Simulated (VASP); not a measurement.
# ReRhO: single point with PBE

The system is ReRhO.

```
Re Rh O
1.0
     2.92682    0.00000    0.00000
     0.00000    2.92682    0.00000
     0.00000    0.00000    4.11130
Re Rh O
1 1 1
Direct
  0.50000 0.50000 0.00000
  0.00000 0.00000 0.00000
  0.50000 0.50000 0.50000
```

The cell was generated, and may not be a known phase.

* Program: VASP 6.6.1
* Task: single point
* Functional: PBE
* Potentials or basis: VASP PAW PBE potentials, release 64 (Re, Rh_pv, O)
* Cutoff: 520 eV
* k mesh: 6 × 6 × 4
* Occupations: gaussian, width 0.1 eV
* Spin: collinear spin, ferromagnetic start
* Starting moments: [1.0, 1.0, 0.0] μB

```json
{"Pressure": "154.3 GPa", "Band gap on the k mesh": "zero (filled and empty bands overlap)", "Net moment": "0.00 μB per cell", "Valence electrons inside the program's atomic spheres": "Re 7.34; Rh 15.08; O 4.94"}
```

Stress tensor (GPa, compression positive):
```
247.09   0.00   0.00
  0.00 247.09   0.00
  0.00   0.00 -31.42
```

Levels at points of the mesh, in eV from the Fermi level:
Spin up:
| k point | band 11 | band 12 | band 13 | band 14 | band 15 | band 16 | band 17 | band 18 |
| --- | --- | --- | --- | --- | --- | --- | --- | --- |
| (0.00, 0.00, 0.00) | -3.08 | -2.21 | -2.21 | 2.07 | 2.07 | 2.85 | 5.05 | 5.66 |
| (0.50, 0.00, 0.00) | -3.69 | -2.99 | -2.29 | -1.93 | -1.85 | -1.58 | 0.58 | 3.36 |
| (0.50, 0.50, 0.00) | -3.88 | -3.46 | -1.74 | 0.41 | 2.71 | 3.01 | 3.01 | 4.67 |
| (0.00, 0.00, 0.50) | -1.59 | -1.59 | -1.09 | 2.07 | 2.78 | 2.78 | 5.07 | 7.84 |
| (0.50, 0.00, 0.50) | -3.75 | -3.71 | -3.07 | -1.91 | -0.47 | 0.89 | 1.75 | 1.92 |
| (0.50, 0.50, 0.50) | -2.39 | -2.39 | -0.84 | 0.42 | 3.33 | 3.33 | 3.52 | 3.52 |
Spin down:
| k point | band 10 | band 11 | band 12 | band 13 | band 14 | band 15 | band 16 | band 17 | band 18 | band 19 |
| --- | --- | --- | --- | --- | --- | --- | --- | --- | --- | --- |
| (0.00, 0.00, 0.00) | -4.87 | -3.08 | -2.21 | -2.21 | 2.07 | 2.07 | 2.85 | 5.05 | 5.66 | 10.42 |
| (0.50, 0.00, 0.00) | -4.34 | -3.69 | -2.99 | -2.29 | -1.93 | -1.85 | -1.58 | 0.58 | 3.36 | 3.74 |
| (0.50, 0.50, 0.00) | -4.19 | -3.88 | -3.46 | -1.74 | 0.41 | 2.71 | 3.01 | 3.01 | 4.67 | 4.67 |
| (0.00, 0.00, 0.50) | -6.45 | -1.59 | -1.59 | -1.09 | 2.07 | 2.78 | 2.78 | 5.07 | 7.84 | 10.18 |
| (0.50, 0.00, 0.50) | -4.28 | -3.75 | -3.71 | -3.07 | -1.91 | -0.47 | 0.89 | 1.75 | 1.92 | 8.33 |
| (0.50, 0.50, 0.50) | -3.46 | -2.39 | -2.39 | -0.84 | 0.42 | 3.33 | 3.33 | 3.52 | 3.52 | 5.97 |

Wall time 32 s on 1 thread of Intel(R) Xeon(R) 6975P-C (Granite Rapids), on a shared host, peak memory 0.19 GiB.

Caveat: the k points lie up to 0.38 Å⁻¹ apart, too coarse for converged energies and pressures of a metal; spin-orbit coupling is left out, which moves the levels of the heavy elements.
